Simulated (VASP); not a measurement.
A run of VASP 6.6.1 is set up as follows.

The input INCAR:

```
SYSTEM = Zr2B3
PREC = Accurate
ENCUT = 520
EDIFF = 1E-6
ISMEAR = 0
SIGMA = 0.2
LREAL = .FALSE.
LASPH = .TRUE.
NELM = 100
ALGO = Normal
ISIF = 2
LWAVE = .FALSE.
LCHARG = .FALSE.
GGA = PE
NBANDS = 44
```

The input KPOINTS:

```
Automatic mesh
0
G
  6 6 2
  0 0 0
```

POSCAR

```
Zr2B3
1.0
    3.9021698547      0.0000000000      0.0000000000
   -1.9510849273      3.3793782240      0.0000000000
    0.0000000000      0.0000000000      9.9568432066
Zr B
4 6
Direct
    0.6666666667      0.3333333333      0.2500000000
    0.6666666667      0.3333333333      0.7500000000
    0.3333333333      0.6666666667      0.5000000000
    0.3333333333      0.6666666667      0.0000000000
    0.0000000000      1.0000000000      0.3374947487
    0.0000000000      1.0000000000      0.8374947487
    0.0000000000      1.0000000000      0.1625052513
    0.0000000000      1.0000000000      0.6625052513
    0.6666666667      0.3333333333      0.5000000000
    0.6666666667      0.3333333333      0.0000000000
```

Potentials or basis: VASP PAW PBE potentials, release 64 (Zr_sv, B).

The run is started by

```bash
$ cat potpaw_PBE.64/Zr_sv/POTCAR potpaw_PBE.64/B/POTCAR > POTCAR
$ mpirun -np 1 vasp_std > vasp.out
```

(1) Estimate the band gap on the k mesh.

(2) Predict the largest force.

(3) Estimate the pressure.

## Answers

(1) zero (band 33 reaches 9.45 eV, above the bottom of band 34 at 7.83 eV).

(2) 0.040 eV/Å.

(3) 0.1 GPa.
